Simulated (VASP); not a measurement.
# KTaO3 (Pm-3m) in VASP: further runs

KTaO3 is run at these levels: PBE; tasks: single point.

All numbers are computed with VASP 6.6.1; they aren't measurements. Logs are shortened: lines on timing, memory, paths and dates and some standing lists are left out, and cuts for length are marked.

## 1. The cell of the first run

Symmetry: Pm-3m, No. 221, cubic system. Conventional cell: a = 4.025 Å, b = 4.025 Å, c = 4.025 Å, α = 90.00°, β = 90.00°, γ = 90.00°. K (site symmetry m-3m) has 12 O at 2.85 Å and 8 Ta at 3.49 Å within 3.7 Å. Ta (site symmetry m-3m) has 6 O at 2.01 Å within 2.7 Å. O (site symmetry 4/mmm) has 2 Ta at 2.01 Å within 2.7 Å.

## 2. Single point, PBE, non-collinear spin, zero start, spin-orbit coupling

Contents of INCAR:

```
SYSTEM = KTaO3
PREC = Accurate
ENCUT = 520
EDIFF = 1E-6
ISMEAR = 0
SIGMA = 0.02
LREAL = .False.
LASPH = .True.
NELM = 150
ALGO = Normal
ISIF = 2
LWAVE = .False.
LCHARG = .True.
MAGMOM = 0 0 0 0 0 0 0 0 0 0 0 0 0 0 0
LORBIT = 11
LSORBIT = .True.
GGA_COMPAT = .False.
LORBMOM = .True.
LMAXMIX = 4
GGA = PE
LVHAR = .True.
NBANDS = 53
```

Contents of KPOINTS:

```
Automatic mesh
0
Gamma
  8 8 8
  0 0 0
```

Contents of POSCAR:

```
KTaO3
1.0
    4.0245444164      0.0000000000      0.0000000000
    0.0000000000      4.0245444164      0.0000000000
    0.0000000000      0.0000000000      4.0245444164
K Ta O
1 1 3
Direct
    0.5000000000      0.5000000000      0.5000000000
    0.0000000000      0.0000000000      0.0000000000
    0.5000000000      0.0000000000      0.0000000000
    0.0000000000      0.5000000000      0.0000000000
    0.0000000000      0.0000000000      0.5000000000
```

Potentials or basis: VASP PAW PBE potentials, release 64 (K_sv, Ta_pv, O).

Started as:

```
> cat potpaw_PBE.64/K_sv/POTCAR potpaw_PBE.64/Ta_pv/POTCAR potpaw_PBE.64/O/POTCAR > POTCAR
> mpirun -np 1 vasp_ncl > vasp.out
```

OUTCAR:

```text
SYSTEM = KTaO3
   PREC = Accurate
   ENCUT = 520
   EDIFF = 1E-6
   ISMEAR = 0
   LREAL = .False.
   LASPH = .True.
   NELM = 150
   ISIF = 2
   LORBIT = 11
   LSORBIT = .True.
   GGA = PE

 ion  position               nearest neighbor table
   1  0.500  0.500  0.500-   3 2.85   4 2.85   5 2.85   3 2.85   4 2.85   3 2.85   5 2.85   3 2.85
                             4 2.85   5 2.85   4 2.85   5 2.85   2 3.49   2 3.49   2 3.49   2 3.49
   2  0.000  0.000  0.000-   3 2.01   4 2.01   5 2.01   5 2.01   4 2.01   3 2.01   1 3.49   1 3.49
                             1 3.49   1 3.49   1 3.49   1 3.49   1 3.49   1 3.49
   3  0.500  0.000  0.000-   2 2.01   2 2.01   1 2.85   1 2.85   1 2.85   1 2.85
   4  0.000  0.500  0.000-   2 2.01   2 2.01   1 2.85   1 2.85   1 2.85   1 2.85
   5  0.000  0.000  0.500-   2 2.01   2 2.01   1 2.85   1 2.85   1 2.85   1 2.85

  LATTYP: Found a simple cubic cell.
 ALAT       =     4.0245444164

  Lattice vectors:

 A1 = (   4.0245444164,   0.0000000000,   0.0000000000)
 A2 = (   0.0000000000,   4.0245444164,   0.0000000000)
 A3 = (   0.0000000000,   0.0000000000,   4.0245444164)

Analysis of symmetry for initial positions (statically):
=====================================================================
 Subroutine PRICEL returns:
 Original cell was already a primitive cell.

 Routine SETGRP: Setting up the symmetry group for a
 simple cubic supercell.

 Subroutine GETGRP returns: Found 48 space group operations
 (whereof 48 operations were pure point group operations)
 out of a pool of 48 trial point group operations.

The static configuration has the point symmetry O_h .

Analysis of symmetry for dynamics (positions and initial velocities):
=====================================================================
 Subroutine PRICEL returns:
 Original cell was already a primitive cell.

 Routine SETGRP: Setting up the symmetry group for a
 simple cubic supercell.

 Subroutine GETGRP returns: Found 48 space group operations
 (whereof 48 operations were pure point group operations)
 out of a pool of 48 trial point group operations.

The dynamic configuration has the point symmetry O_h .

Analysis of structural, dynamic, and magnetic symmetry:
=====================================================================
 Subroutine PRICEL returns:
 Original cell was already a primitive cell.

 Routine SETGRP: Setting up the symmetry group for a
 simple cubic supercell.

 Subroutine GETGRP returns: Found 48 space group operations
 (whereof 48 operations were pure point group operations)
 out of a pool of 48 trial point group operations.

The overall configuration has the point symmetry O_h .

 Subroutine INISYM returns: Found 48 space group operations
 (whereof 48 operations are pure point group operations),
 and found     1 'primitive' translations

----------------------------------------------------------------------------------------

                                     Primitive cell

  volume of cell :      65.1854

  direct lattice vectors                    reciprocal lattice vectors
     4.024544416  0.000000000  0.000000000     0.248475330  0.000000000  0.000000000
     0.000000000  4.024544416  0.000000000     0.000000000  0.248475330  0.000000000
     0.000000000  0.000000000  4.024544416     0.000000000  0.000000000  0.248475330

  length of vectors
     4.024544416  4.024544416  4.024544416     0.248475330  0.248475330  0.248475330

  position of ions in fractional coordinates (direct lattice)
     0.500000000  0.500000000  0.500000000
     0.000000000  0.000000000  0.000000000
     0.500000000  0.000000000  0.000000000
     0.000000000  0.500000000  0.000000000
     0.000000000  0.000000000  0.500000000

  ion indices of the primitive-cell ions
   primitive index   ion index
                 1           1
                 2           2
                 3           3
                 4           4
                 5           5

----------------------------------------------------------------------------------------

 KPOINTS: Automatic mesh

Automatic generation of k-mesh.
 Grid dimensions read from file:
 generate k-points for:    8    8    8

 Generating k-lattice:

  Cartesian coordinates                     Fractional coordinates (reciprocal lattice)
     0.031059416  0.000000000  0.000000000     0.125000000  0.000000000  0.000000000
     0.000000000  0.031059416  0.000000000     0.000000000  0.125000000  0.000000000
     0.000000000  0.000000000  0.031059416     0.000000000  0.000000000  0.125000000

  Length of vectors
     0.031059416  0.031059416  0.031059416

  Shift w.r.t. Gamma in fractional coordinates (k-lattice)
[... 75 lines left out ...]
  Thomas-Fermi vector in A             =   2.493620
   LORBIT       =     11    0 simple, 1 ext, 2 COOP (PROOUT), +10 PAW based schemes
   GGA     = PE    functional components
   LHFCALC =     F    Hartree Fock is set to
   AEXX    =    0.0000 exact exchange contribution
   IVDW    =     0    specifies the selected vdW correction
   LEPSILON=     F    determine dielectric tensor
   LRPA    =     F    only Hartree local field effects (RPA)
 Gauss-broadening in eV      SIGMA  =   0.02
  energy-cutoff  :      520.00
  volume of cell :       65.19
 maximum number of plane-waves:      3550
 NGX is ok and might be reduce to    30
   NGX = 15   NGY = 15   NGZ = 15

 number of electron      38.0000000 magnetization       0.0000000      0.0000000      0.0000000

 number of electron      37.9999979 magnetization       0.0000000     -0.0000000     -0.0000000

 number of electron      37.9999979 magnetization      -0.0000000      0.0000000      0.0000000

 Free energy of the ion-electron system (eV)
  ---------------------------------------------------
  ext. energy  EPLUGINS =         0.00000000
  ---------------------------------------------------
  free energy    TOTEN  =       -41.67595391 eV

  energy without entropy =      -41.67595391  energy(sigma->0) =      -41.67595391

 E-fermi :   1.7596     XC(G=0): -10.7338

 val. band max:        1.6214258941   @ k =   0.5000   0.5000   0.5000
 cond. band min:       3.5661961740   @ k =   0.0000   0.0000   0.0000
 fundamental gap:      1.9447702799
 Fermi energy:         1.7595516752

 k-point     1 :       0.0000    0.0000    0.0000
  band No.  band energies     occupation
      1     -37.9375      1.00000
      2     -37.9375      1.00000
      3     -30.1824      1.00000
      4     -30.1824      1.00000
      5     -30.1824      1.00000
      6     -30.1824      1.00000
[... 1261 lines left out ...]
     49      11.7657      0.00000
     50      11.7657      0.00000

 [... further k-points ...]

 [bands above 50 left out]

------------------------ aborting loop because EDIFF is reached ----------------------------------------

  FORCE on cell =-STRESS in cart. coord.  units (eV):
  Direction    XX          YY          ZZ          XY          YZ          ZX
  --------------------------------------------------------------------------------------
  -------------------------------------------------------------------------------------
  Total        0.3107355      0.3107355      0.3107355      0.0000000      0.0000000     -0.0000000
  in kB        7.6375006      7.6375006      7.6375006      0.0000000      0.0000000     -0.0000000
  external PRESSURE =       7.6375006 kB  Pullay stress =       0.0000000 kB

 VOLUME and BASIS-vectors are now :
 -----------------------------------------------------------------------------
  energy-cutoff  :      520.00
  volume of cell :       65.19
      direct lattice vectors                 reciprocal lattice vectors
     4.024544416  0.000000000  0.000000000     0.248475330  0.000000000  0.000000000
     0.000000000  4.024544416  0.000000000     0.000000000  0.248475330  0.000000000
     0.000000000  0.000000000  4.024544416     0.000000000  0.000000000  0.248475330

 POSITION                                       TOTAL-FORCE (eV/Angst)
 -----------------------------------------------------------------------------------
      2.01227      2.01227      2.01227         0.000000      0.000000      0.000000
      0.00000      0.00000      0.00000         0.000000      0.000000      0.000000
      2.01227      0.00000      0.00000         0.000000      0.000000      0.000000
      0.00000      2.01227      0.00000         0.000000      0.000000      0.000000
      0.00000      0.00000      2.01227         0.000000      0.000000      0.000000
 -----------------------------------------------------------------------------------
    total drift:                                0.000000      0.000000     -0.000000

  FREE ENERGIE OF THE ION-ELECTRON SYSTEM (eV)
  ---------------------------------------------------
  free  energy   TOTEN  =       -41.6759539134 eV

  energy  without entropy=      -41.6759539134  energy(sigma->0) =      -41.67595391

 orbital moment (x)

 # of ion     p       d       tot
 ----------------------------------------
  1         0.000  -0.000   0.000
  2         0.000   0.000   0.000
  3         0.000   0.000   0.000
  4         0.000   0.000   0.000
  5         0.000   0.000   0.000
 ----------------------------------------
            0.000   0.000   0.000

 orbital moment (y)

 # of ion     p       d       tot
 ----------------------------------------
  1         0.000  -0.000   0.000
  2         0.000   0.000   0.000
  3         0.000   0.000   0.000
  4         0.000   0.000   0.000
  5         0.000   0.000   0.000
 ----------------------------------------
            0.000   0.000   0.000

 orbital moment (z)

 # of ion     p       d       tot
 ----------------------------------------
  1         0.000   0.000   0.000
  2         0.000   0.000   0.000
  3         0.000   0.000   0.000
  4         0.000   0.000   0.000
  5         0.000   0.000   0.000
 ----------------------------------------
            0.000   0.000   0.000

 Spin-Orbit-Coupling matrix elements

 Ion:    1  E_soc:     -0.0079750
 l=   1
     0.0000000    -0.0013289    -0.0013289
    -0.0013289     0.0000000    -0.0013289
    -0.0013289    -0.0013289     0.0000000
 l=   2
     0.0000000    -0.0000000     0.0000000    -0.0000000    -0.0000003
    -0.0000000     0.0000000    -0.0000002    -0.0000000    -0.0000001
     0.0000000    -0.0000002     0.0000000    -0.0000002     0.0000000
    -0.0000000    -0.0000000    -0.0000002     0.0000000    -0.0000001
    -0.0000003    -0.0000001     0.0000000    -0.0000001     0.0000000
 l=   3
     0.0000000     0.0000000     0.0000000     0.0000000     0.0000000     0.0000000     0.0000000
     0.0000000     0.0000000     0.0000000     0.0000000     0.0000000     0.0000000     0.0000000
     0.0000000     0.0000000     0.0000000     0.0000000     0.0000000     0.0000000     0.0000000
     0.0000000     0.0000000     0.0000000     0.0000000     0.0000000     0.0000000     0.0000000
[... 69 lines left out ...]
 l=   2
     0.0000000     0.0000000     0.0000000     0.0000000     0.0000000
     0.0000000     0.0000000     0.0000000     0.0000000     0.0000000
     0.0000000     0.0000000     0.0000000     0.0000000     0.0000000
     0.0000000     0.0000000     0.0000000     0.0000000     0.0000000
     0.0000000     0.0000000     0.0000000     0.0000000     0.0000000
 l=   3
     0.0000000     0.0000000     0.0000000     0.0000000     0.0000000     0.0000000     0.0000000
     0.0000000     0.0000000     0.0000000     0.0000000     0.0000000     0.0000000     0.0000000
     0.0000000     0.0000000     0.0000000     0.0000000     0.0000000     0.0000000     0.0000000
     0.0000000     0.0000000     0.0000000     0.0000000     0.0000000     0.0000000     0.0000000
     0.0000000     0.0000000     0.0000000     0.0000000     0.0000000     0.0000000     0.0000000
     0.0000000     0.0000000     0.0000000     0.0000000     0.0000000     0.0000000     0.0000000
     0.0000000     0.0000000     0.0000000     0.0000000     0.0000000     0.0000000     0.0000000

 total charge

# of ion       s       p       d       tot
------------------------------------------
    1        1.961   5.604   0.045   7.610
    2        0.338   6.335   2.026   8.700
    3        1.561   3.505   0.000   5.067
    4        1.561   3.505   0.000   5.067
    5        1.561   3.505   0.000   5.067
--------------------------------------------------
tot          6.983  22.455   2.072  31.510

 magnetization (x)

# of ion       s       p       d       tot
------------------------------------------
    1       -0.000  -0.000   0.000  -0.000
    2        0.000   0.000   0.000   0.000
    3       -0.000   0.000   0.000  -0.000
    4        0.000   0.000   0.000   0.000
    5        0.000  -0.000   0.000   0.000
--------------------------------------------------
tot          0.000   0.000   0.000   0.000

 magnetization (y)

# of ion       s       p       d       tot
------------------------------------------
    1        0.000  -0.000   0.000  -0.000
    2        0.000   0.000   0.000   0.000
    3       -0.000  -0.000   0.000  -0.000
    4       -0.000   0.000   0.000  -0.000
    5        0.000  -0.000   0.000   0.000
--------------------------------------------------
tot         -0.000  -0.000   0.000  -0.000

 magnetization (z)

# of ion       s       p       d       tot
------------------------------------------
    1       -0.000   0.000   0.000   0.000
    2       -0.000   0.000   0.000   0.000
    3       -0.000   0.000   0.000  -0.000
    4        0.000  -0.000   0.000  -0.000
    5        0.000   0.000   0.000   0.000
--------------------------------------------------
tot         -0.000   0.000   0.000   0.000
```

Wall time 4.1 min (1 thread of Intel Xeon Platinum 8259CL at 2.50GHz (Skylake/Cascade Lake), shared host); peak memory 0.39 GiB.

What came out:

```
Free energy                                           : -41.6760 eV
Pressure                                              : 0.8 GPa
Net moment                                            : 0.00 μB per cell
Valence electrons inside the program's atomic spheres : K 7.61; Ta 8.70; O 5.07
```

Moments on the atoms (μB; x, y, z):
```
K   0.00 0.00 0.00
Ta  0.00 0.00 0.00
O   0.00 0.00 0.00
O   0.00 0.00 0.00
O   0.00 0.00 0.00
```

## 3. Single point, PBE (volume scaled by 0.88)

Contents of INCAR:

```
SYSTEM = KTaO3
PREC = Accurate
ENCUT = 520
EDIFF = 1E-6
ISMEAR = 0
SIGMA = 0.02
LREAL = .False.
LASPH = .True.
NELM = 60
ALGO = Normal
ISIF = 2
LWAVE = .False.
LCHARG = .True.
GGA = PE
LELF = .True.
LVHAR = .True.
NBANDS = 27
```

KPOINTS is that of step 2.

Edit POSCAR of step 2 so:

```diff
@@ -2,5 +2,5 @@
 1.0
-    4.0245444164      0.0000000000      0.0000000000
-    0.0000000000      4.0245444164      0.0000000000
-    0.0000000000      0.0000000000      4.0245444164
+    3.8566564065      0.0000000000      0.0000000000
+    0.0000000000      3.8566564065      0.0000000000
+    0.0000000000      0.0000000000      3.8566564065
 K Ta O
```

Potentials or basis: VASP PAW PBE potentials, release 64 (K_sv, Ta_pv, O).

Started as:

```
> cat potpaw_PBE.64/K_sv/POTCAR potpaw_PBE.64/Ta_pv/POTCAR potpaw_PBE.64/O/POTCAR > POTCAR
> mpirun -np 1 vasp_std > vasp.out
```

It took 56 s on 1 thread of Intel Xeon Platinum 8488C (Sapphire Rapids), shared host; peak memory 0.2 GiB.

The run converged. Its results:

```yaml
Free_energy: -40.3229 eV
Pressure: 33.1 GPa
Band_gap_on_the_k_mesh: 2.38 eV, indirect (least direct gap 2.93 eV)
```

Levels at points of the mesh, in eV from the valence-band top:
```csv
k point,band 17,band 18,band 19,band 20,band 21,band 22
"(0.00, 0.00, 0.00)",-0.54,-0.54,-0.54,2.38,2.38,2.38
"(0.50, 0.00, 0.00)",-1.78,-0.79,-0.79,2.60,5.72,5.72
"(0.50, 0.50, 0.00)",-1.55,-1.40,-0.05,5.77,5.77,7.22
"(0.50, 0.50, 0.50)",0.00,0.00,0.00,7.44,7.44,7.44
```

Caveat: spin-orbit coupling is left out, which moves the levels of the heavy elements. A k mesh can miss the band edges.

## 4. Single point, PBE (volume scaled by 0.91)

Contents of INCAR:

```
PREC = Accurate ; ENCUT = 520
EDIFF = 1E-6 ; ISMEAR = 0
SIGMA = 0.02 ; LREAL = F
LASPH = T ; NELM = 80
ALGO = Normal ; ISIF = 2
LWAVE = F ; LCHARG = F
GGA = PE ; NBANDS = 27
```

Contents of KPOINTS:

```
regular mesh
0
Gamma
  8 8 8
```

Edit POSCAR of step 3 so:

```diff
@@ -2,5 +2,5 @@
 1.0
-    3.8566564065      0.0000000000      0.0000000000
-    0.0000000000      3.8566564065      0.0000000000
-    0.0000000000      0.0000000000      3.8566564065
+    3.8999932518      0.0000000000      0.0000000000
+    0.0000000000      3.8999932518      0.0000000000
+    0.0000000000      0.0000000000      3.8999932518
 K Ta O
```

Started as:

```
> cat potpaw_PBE.64/K_sv/POTCAR potpaw_PBE.64/Ta_pv/POTCAR potpaw_PBE.64/O/POTCAR > POTCAR
> mpirun -np 1 vasp_std > vasp.out
```

Run time: 47 s. Hardware: 1 thread of Intel Xeon Platinum 8488C (Sapphire Rapids), shared host; peak memory 0.2 GiB.

It converged, with:

```yaml
Free_energy: -40.6652 eV
Pressure: 22.9 GPa
Band_gap_on_the_k_mesh: 2.32 eV, indirect (least direct gap 2.90 eV)
```

Levels at points of the mesh, in eV from the valence-band top:
```csv
k point,band 16,band 17,band 18,band 19,band 20,band 21,band 22,band 23
"(0.00, 0.00, 0.00)",-1.17,-0.58,-0.58,-0.58,2.32,2.32,2.32,7.18
"(0.50, 0.00, 0.00)",-2.27,-1.69,-0.82,-0.82,2.51,5.48,5.48,7.62
"(0.50, 0.50, 0.00)",-1.51,-1.51,-1.49,-0.05,5.52,5.52,6.92,8.56
"(0.50, 0.50, 0.50)",-4.12,0.00,0.00,0.00,7.11,7.11,7.11,9.10
```

Caveat: spin-orbit coupling is left out, which moves the levels of the heavy elements.

[end of part 1 of 2]
